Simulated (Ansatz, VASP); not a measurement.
# Mg2B: VASP beside Ansatz

INCAR

```
SYSTEM = Mg2B
PREC = Accurate
ENCUT = 600
EDIFF = 1E-6
ISMEAR = 0
SIGMA = 0.1
LREAL = .FALSE.
LASPH = .TRUE.
NELM = 80
ALGO = Fast
ISIF = 3
LWAVE = .FALSE.
LCHARG = .FALSE.
GGA = PE
IBRION = 2
NSW = 100
EDIFFG = -0.01
```

The input KPOINTS:

```
regular mesh
0
G
  10 10 10
  0 0 0
```

Contents of POSCAR:

```
Mg2B
1.0
   -2.9701547628      2.9701547628      2.6198898504
    2.9701547628     -2.9701547628      2.6198898504
    2.9701547628      2.9701547628     -2.6198898504
Mg B
4 2
Direct
    0.3023971652      0.1610339887      0.4634311539
    0.8389660113      0.3023971652      0.1413631766
    0.6976028348      0.8389660113      0.5365688461
    0.1610339887      0.6976028348      0.8586368234
    0.3389136547      0.3389136547      0.0000000000
    0.6610863453      0.6610863453      0.0000000000
```

Input for Ansatz:

```yaml
crystal:
  lattice:
    - [-2.9701547628, 2.9701547628, 2.6198898504]
    - [2.9701547628, -2.9701547628, 2.6198898504]
    - [2.9701547628, 2.9701547628, -2.6198898504]
  atoms:
    - { symbol: Mg, position: [0.3023971652, 0.1610339887, 0.4634311539] }
    - { symbol: Mg, position: [0.8389660113, 0.3023971652, 0.1413631766] }
    - { symbol: Mg, position: [0.6976028348, 0.8389660113, 0.5365688461] }
    - { symbol: Mg, position: [0.1610339887, 0.6976028348, 0.8586368234] }
    - { symbol: B, position: [0.3389136547, 0.3389136547, 0.0] }
    - { symbol: B, position: [0.6610863453, 0.6610863453, 0.0] }
basis:
  ecutwfc: 420
kpoints:
  mp_grid: { grid: [10, 10, 10] }
hamiltonian:
  xc: pbe
scf:
  occupations: { method: gaussian, width: 0.1 }
output:
  forces: true
  stress: true
  eigenvalues: true
relax:
  adjacent_minimum: "off"
  f_tol: 0.01
  max_steps: 80
  cell: { stress_tol: 0.05 }
```

Change from the starting cell: the structure that the rattled cubic Laves (C15) type (Fd-3m, No. 227) fell into.

Alike in both runs: task relaxation of cell and atoms; functional PBE; k mesh 10 × 10 × 10; occupations gaussian, width 0.1 eV; no spin polarisation.

```csv
,VASP,Ansatz
version,VASP 6.6.1,Ansatz 0.2.0
potentials or method,"VASP PAW PBE potentials, release 64 (Mg, B), cutoff 600 eV","scalar-relativistic, plane waves, PAW"
valence electrons in the cell,14,46
```

Ansatz gave:

* gap on the k mesh at the Fermi level, each at its own relaxed structure (eV): none
* relaxed volume (Å³/atom): 15.43
* relaxed cell length with the largest relative difference (Å): 4.953

Question: Which values does VASP return?

Answer: gap on the k mesh at the Fermi level, each at its own relaxed structure (eV): none; relaxed volume (Å³/atom): 15.39; relaxed cell length with the largest relative difference (Å): 4.949.

A gap of «none» marks a metal or a gap that the smearing closes. VASP's potentials hold 14 valence electrons a cell and Ansatz's 46, so a difference there can come from the potentials and not from the codes.
